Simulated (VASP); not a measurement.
# Mo (Im-3m) in VASP: a series of runs

Runs on Mo. Level: LDA. Tasks: single point, relaxation of cell and atoms.

Program: VASP 6.6.1. These are calculated values, not measurements. Logs are shortened: lines on timing, memory, paths and dates and some standing lists are left out, and cuts for length are marked.

**1. The cell of the first run**

The structure is cubic, space group Im-3m (No. 229). Conventional cell: a = 3.112 Å, b = 3.112 Å, c = 3.112 Å, α = 90.00°, β = 90.00°, γ = 90.00°. Mo (site symmetry m-3m) has 14 Mo at 2.69 to 3.11 Å within 3.6 Å.

**2. Single point, LDA**

INCAR reads:

```
PREC     = Accurate       # precision mode
ENCUT    = 500            # plane-wave cutoff, eV
EDIFF    = 1E-6           # SCF threshold, eV
ISMEAR   = 1              # smearing method
SIGMA    = 0.02           # smearing width, eV
LREAL    = False          # projectors in reciprocal space
LASPH    = True           # aspherical terms in the spheres
NELM     = 120            # most SCF steps
ALGO     = Normal         # electronic algorithm
ISIF     = 2              # what is computed and relaxed
LWAVE    = False          # write WAVECAR
LCHARG   = False          # write CHGCAR
NBANDS   = 13             # bands
GGA_COMPAT= False
```

KPOINTS reads:

```
regular mesh
0
Gamma
  11 11 11
```

POSCAR reads:

```
Mo
1.0
   -1.5558807726      1.5558807726      1.5558807726
    1.5558807726     -1.5558807726      1.5558807726
    1.5558807726      1.5558807726     -1.5558807726
Mo
1
Direct
    0.0000000000      0.0000000000      0.0000000000
```

Potentials or basis: VASP PAW LDA potentials, release 64 (Mo_sv).

Run with:

```console
cat potpaw_LDA.64/Mo_sv/POTCAR > POTCAR
mpirun -np 1 vasp_std > vasp.out
```

OUTCAR:

```text
PREC = Accurate
   ENCUT = 500
   EDIFF = 1E-6
   ISMEAR = 1
   LREAL = False
   LASPH = True
   NELM = 120
   ISIF = 2

 ion  position               nearest neighbor table
   1  0.000  0.000  0.000-

  LATTYP: Found a body centered cubic cell.
 ALAT       =     3.1117615452

  Lattice vectors:

 A1 = (  -1.5558807726,   1.5558807726,   1.5558807726)
 A2 = (   1.5558807726,  -1.5558807726,   1.5558807726)
 A3 = (   1.5558807726,   1.5558807726,  -1.5558807726)

Analysis of symmetry for initial positions (statically):
=====================================================================
 Subroutine PRICEL returns:
 Original cell was already a primitive cell.

 Routine SETGRP: Setting up the symmetry group for a
 body centered cubic supercell.

 Subroutine GETGRP returns: Found 48 space group operations
 (whereof 48 operations were pure point group operations)
 out of a pool of 48 trial point group operations.

The static configuration has the point symmetry O_h .

Analysis of symmetry for dynamics (positions and initial velocities):
=====================================================================
 Subroutine PRICEL returns:
 Original cell was already a primitive cell.

 Routine SETGRP: Setting up the symmetry group for a
 body centered cubic supercell.

 Subroutine GETGRP returns: Found 48 space group operations
 (whereof 48 operations were pure point group operations)
 out of a pool of 48 trial point group operations.

The dynamic configuration has the point symmetry O_h .

 Subroutine INISYM returns: Found 48 space group operations
 (whereof 48 operations are pure point group operations),
 and found     1 'primitive' translations

----------------------------------------------------------------------------------------

                                     Primitive cell

  volume of cell :      15.0657

  direct lattice vectors                    reciprocal lattice vectors
    -1.555880773  1.555880773  1.555880773     0.000000000  0.321361385  0.321361385
     1.555880773 -1.555880773  1.555880773     0.321361385  0.000000000  0.321361385
     1.555880773  1.555880773 -1.555880773     0.321361385  0.321361385  0.000000000

  length of vectors
     2.694864549  2.694864549  2.694864549     0.454473629  0.454473629  0.454473629

  position of ions in fractional coordinates (direct lattice)
     0.000000000  0.000000000  0.000000000

  ion indices of the primitive-cell ions
   primitive index   ion index
                 1           1

----------------------------------------------------------------------------------------

 KPOINTS: regular mesh

Automatic generation of k-mesh.
 Grid dimensions read from file:
 generate k-points for:   11   11   11

 Generating k-lattice:

  Cartesian coordinates                     Fractional coordinates (reciprocal lattice)
     0.000000000  0.029214671  0.029214671     0.090909091  0.000000000  0.000000000
     0.029214671  0.000000000  0.029214671     0.000000000  0.090909091  0.000000000
     0.029214671  0.029214671  0.000000000     0.000000000  0.000000000  0.090909091

  Length of vectors
     0.041315784  0.041315784  0.041315784

  Shift w.r.t. Gamma in fractional coordinates (k-lattice)
     0.000000000  0.000000000  0.000000000

 Subroutine IBZKPT returns following result:
 ===========================================

 Found     56 irreducible k-points:

 Following reciprocal coordinates:
            Coordinates               Weight
  0.000000  0.000000  0.000000      1.000000
  0.090909  0.000000  0.000000     12.000000
  0.181818  0.000000  0.000000     12.000000
  0.272727  0.000000  0.000000     12.000000
  0.363636  0.000000  0.000000     12.000000
  0.454545  0.000000  0.000000     12.000000
[... 16 lines left out ...]
  0.272727  0.181818  0.090909     48.000000
  0.363636  0.181818  0.090909     24.000000
 [... further k-points ...]
   k-points           NKPTS =     56   k-points in BZ     NKDIM =     56   number of bands    NBANDS=     13
   number of dos      NEDOS =    301   number of ions     NIONS =      1
   total plane-waves  NPLWV =   8000
   dimension x,y,z NGX =    20 NGY =   20 NGZ =   20
   dimension x,y,z NGXF=    40 NGYF=   40 NGZF=   40
   ions per type =               1
   NGX,Y,Z   is equivalent  to a cutoff of  12.34, 12.34, 12.34 a.u.
   NGXF,Y,Z  is equivalent  to a cutoff of  24.68, 24.68, 24.68 a.u.
 SYSTEM =  unknown system
   PREC   = accura    normal or accurate (medium, high low for compatibility)
   ISTART =      0    job   : 0-new  1-cont  2-samecut
   ICHARG =      2    charge: 1-file 2-atom 10-const
   ISPIN  =      1    spin polarized calculation?
   LNONCOLLINEAR =      F non collinear calculations
   LSORBIT =      F    spin-orbit coupling
   LASPH  =      T    aspherical Exc in radial PAW
   ENCUT  =  500.0 eV  36.75 Ry    6.06 a.u.   4.91  4.91  4.91*2*pi/ulx,y,z
   NELM   =    120;   NELMIN=  2; NELMDL= -5     # of ELM steps
   EDIFF  = 0.1E-05   stopping-criterion for ELM
   LREAL  =      F    real-space projection
   EDIFFG = 0.1E-04   stopping-criterion for IOM
   NSW    =      0    number of steps for IOM
   IBRION =     -1    ionic relax: 0-MD 1-quasi-New 2-CG
   NFREE  =      0    steps in history (QN), initial steepest desc. (CG)
   ISIF   =      2    stress and relaxation
   ISYM   =      2    0-nonsym 1-usesym 2-fastsym
   POTIM  = 0.5000    time-step for ionic-motion
   TEBEG  =    0.0;   TEEND  =   0.0 temperature during run
   PSTRESS=    0.0 pullay stress
   NELECT =      14.0000    total number of electrons
   NUPDOWN=      -1.0000    fix difference up-down
   EMIN   =  10.00;   EMAX   =-10.00  energy-range for DOS
   EFERMI =   0.00;   METHOD = LEGACY
   ISMEAR =     1;   SIGMA  =   0.02  broadening in eV -4-tet -1-fermi 0-gaus
   EFERMI_NEDOS =   21; number of points for ismear=-14 and -15
   IALGO  =     38    algorithm
   IMIX   =      4    mixing-type and parameters
     AMIX     =   0.40;   BMIX     =  1.00
     AMIX_MAG =   1.60;   BMIX_MAG =  1.00
  volume/ion in A,a.u.               =      15.07       101.67
  Fermi-wavevector in a.u.,A,eV,Ry     =   1.597550  3.018932 34.724338  2.552167
  Thomas-Fermi vector in A             =   2.695139
   LORBIT       =      0    0 simple, 1 ext, 2 COOP (PROOUT), +10 PAW based schemes
   GGA     = CA    functional components
   LHFCALC =     F    Hartree Fock is set to
   AEXX    =    0.0000 exact exchange contribution
   IVDW    =     0    specifies the selected vdW correction
   LEPSILON=     F    determine dielectric tensor
   LRPA    =     F    only Hartree local field effects (RPA)
 non-spin polarized calculation
 Methfessel and Paxton  Order N= 1 SIGMA  =   0.02
  energy-cutoff  :      500.00
  volume of cell :       15.07
 maximum number of plane-waves:       392
   NGX =  9   NGY =  9   NGZ =  9

 number of electron      13.9999996 magnetization

 Free energy of the ion-electron system (eV)
  ---------------------------------------------------
  ext. energy  EPLUGINS =         0.00000000
  ---------------------------------------------------
  free energy    TOTEN  =       -12.10513701 eV

  energy without entropy =      -12.10495787  energy(sigma->0) =      -12.10507730

 E-fermi :  13.0308     XC(G=0): -13.8074

 val. band max:       12.9856869873   @ k =  -0.3636   0.4545   0.2727
 cond. band min:      13.0339564645   @ k =   0.3636   0.0909   0.0000
 fundamental gap:      0.0482694772
 Fermi energy:        13.0307785623

 k-point     1 :       0.0000    0.0000    0.0000
  band No.  band energies     occupation
      1     -47.8500      2.00000
      2     -21.1999      2.00000
      3     -21.1999      2.00000
      4     -21.1999      2.00000
      5       5.7278      2.00000
      6      11.6391      2.00000
      7      11.6391      2.00000
      8      11.6391      2.00000
      9      14.7759      0.00000
     10      14.7759      0.00000
     11      27.9469      0.00000
     12      27.9469      0.00000
     13      27.9469      0.00000

 k-point     2 :       0.0909    0.0000    0.0000
  band No.  band energies     occupation
      1     -47.8256      2.00000
      2     -21.3361      2.00000
      3     -21.2416      2.00000
      4     -21.2010      2.00000
      5       6.1043      2.00000
      6      11.4252      2.00000
      7      11.5967      2.00000
      8      12.0001      2.00000
      9      14.4811      0.00000
     10      14.7825      0.00000
     11      28.2240      0.00000
     12      28.5874      0.00000
     13      28.7000      0.00000

 k-point     3 :       0.1818    0.0000    0.0000
  band No.  band energies     occupation
      1     -47.7596      2.00000
      2     -21.6926      2.00000
      3     -21.3521      2.00000
      4     -21.2042      2.00000
      5       7.0510      2.00000
      6      10.8995      2.00000
      7      11.4176      2.00000
      8      13.0427      0.16418
      9      14.1480      0.00000
     10      14.8374      0.00000
     11      28.5473      0.00000
     12      29.9345      0.00000
     13      30.3758      0.00000
[... 305 lines left out ...]
 k-point    23 :       0.2727    0.1818    0.0909
  band No.  band energies     occupation
      1     -47.5357      2.00000
      2     -22.5142      2.00000
      3     -21.8229      2.00000
      4     -21.4568      2.00000
      5       9.0602      2.00000
      6       9.7909      2.00000
      7      11.5740      2.00000
      8      15.0503      0.00000
      9      15.5298      0.00000
     10      20.5700      0.00000
     11      25.0738      0.00000
     12      26.7130      0.00000
     13      28.4081      0.00000

 k-point    24 :       0.3636    0.1818    0.0909
  band No.  band energies     occupation
      1     -47.5177      2.00000
      2     -22.5216      2.00000
      3     -21.9278      2.00000
      4     -21.4682      2.00000
      5       8.9411      2.00000
      6       9.7297      2.00000
      7      12.1775      2.00000
      8      15.1898      0.00000
      9      15.5988      0.00000
     10      21.6532      0.00000
     11      23.8261      0.00000
     12      26.1013      0.00000
     13      28.2233      0.00000

 [... further k-points ...]

------------------------ aborting loop because EDIFF is reached ----------------------------------------

  FORCE on cell =-STRESS in cart. coord.  units (eV):
  Direction    XX          YY          ZZ          XY          YZ          ZX
  --------------------------------------------------------------------------------------
  -------------------------------------------------------------------------------------
  Total        0.0762202      0.0762202      0.0762202     -0.0000000      0.0000000     -0.0000000
  in kB        8.1057242      8.1057242      8.1057242     -0.0000000      0.0000000     -0.0000000
  external PRESSURE =       8.1057242 kB  Pullay stress =       0.0000000 kB

 VOLUME and BASIS-vectors are now :
 -----------------------------------------------------------------------------
  energy-cutoff  :      500.00
  volume of cell :       15.07
      direct lattice vectors                 reciprocal lattice vectors
    -1.555880773  1.555880773  1.555880773     0.000000000  0.321361385  0.321361385
     1.555880773 -1.555880773  1.555880773     0.321361385  0.000000000  0.321361385
     1.555880773  1.555880773 -1.555880773     0.321361385  0.321361385  0.000000000

 POSITION                                       TOTAL-FORCE (eV/Angst)
 -----------------------------------------------------------------------------------
      0.00000      0.00000      0.00000         0.000000     -0.000000      0.000000
 -----------------------------------------------------------------------------------
    total drift:                                0.000000     -0.000000      0.000000

  FREE ENERGIE OF THE ION-ELECTRON SYSTEM (eV)
  ---------------------------------------------------
  free  energy   TOTEN  =       -12.1051370112 eV

  energy  without entropy=      -12.1049578663  energy(sigma->0) =      -12.10507730
```

Run time: 12 s. Hardware: 1 thread of Intel Xeon 8259CL, shared host; peak memory 0.12 GiB.

What came out:

* Free energy: -12.1051 eV
* Pressure: 0.8 GPa
* Band gap on the k mesh: zero (bands 7 and 8 overlap by 5.13 eV)

**3. Relaxation of cell and atoms, LDA**

This run uses another cell than the first one, of 15.58 Å³/atom.

INCAR reads:

```
PREC     = Accurate       # precision mode
ENCUT    = 500            # plane-wave cutoff, eV
EDIFF    = 1E-7           # SCF threshold, eV
ISMEAR   = 1              # smearing method
SIGMA    = 0.02           # smearing width, eV
LREAL    = False          # projectors in reciprocal space
LASPH    = True           # aspherical terms in the spheres
NELM     = 120            # most SCF steps
ALGO     = Normal         # electronic algorithm
ISIF     = 3              # what is computed and relaxed
LWAVE    = False          # write WAVECAR
LCHARG   = False          # write CHGCAR
IBRION   = 2              # ionic algorithm
NSW      = 80             # ionic steps
EDIFFG   = -0.03          # ionic threshold
GGA_COMPAT= False        
NELMIN   = 4
```

KPOINTS reads:

```
Automatic mesh
0
Gamma
  11 11 11
```

POSCAR reads:

```
Mo
1.0
   -1.5734150000      1.5734150000      1.5734150000
    1.5734150000     -1.5734150000      1.5734150000
    1.5734150000      1.5734150000     -1.5734150000
Mo
1
Direct
    0.0000000000      0.0000000000      0.0000000000
```

Potentials or basis: VASP PAW LDA potentials, release 64 (Mo_sv).

Run with:

```console
cat potpaw_LDA.64/Mo_sv/POTCAR > POTCAR
mpirun -np 1 vasp_std > vasp.out
```

Wall time 32 s (1 thread of Intel Xeon 8259CL, shared host); peak memory 0.13 GiB.

It converged, with:

```yaml
Free_energy: -12.1055 eV
Relaxed_volume: 15.11 Å³/atom
Relaxed_cell: a = 2.698 Å, b = 2.698 Å, c = 2.698 Å, α = 109.47°, β = 109.47°, γ = 109.47°
Space_group_after_relaxing_to_0.1_Å: Im-3m (No. 229)
Energy_gained_by_relaxing: 12.4 meV/atom
Ionic_steps: 3
Pressure_after_relaxing: 0.0 GPa
Band_gap_on_the_k_mesh: zero (bands 7 and 8 overlap by 5.11 eV)
```

The path:
```
step  energy change (eV)  largest force (eV/Å)  pressure (GPa)  volume (Å³)
   1              0.0000                0.0000           -8.06        15.58
   2              0.0866                0.0000           28.38        13.88
   3             -0.0124                0.0000           -0.02        15.11
```

Final structure:
```cif
data_structure
_symmetry_space_group_name_H-M 'P 1'
_symmetry_Int_Tables_number 1
_cell_length_a 2.6976
_cell_length_b 2.6976
_cell_length_c 2.6976
_cell_angle_alpha 109.471
_cell_angle_beta 109.471
_cell_angle_gamma 109.471
_cell_volume 15.11
loop_
_atom_site_label
_atom_site_type_symbol
_atom_site_fract_x
_atom_site_fract_y
_atom_site_fract_z
_atom_site_occupancy
Mo1 Mo 0.00000 0.00000 0.00000 1
```

Levels at points of the mesh, in eV from the Fermi level:
```csv
k point,band 3,band 4,band 5,band 6,band 7,band 8,band 9,band 10,band 11
"(0.00, 0.00, 0.00)",-34.23,-34.23,-7.29,-1.38,-1.38,-1.38,1.74,1.74,14.92
```

LDA usually gives volumes a few per cent too small. Zero-point motion and thermal expansion aren't in these numbers.

The gap in the log of VASP goes by the Fermi energy; the results here count the filled bands.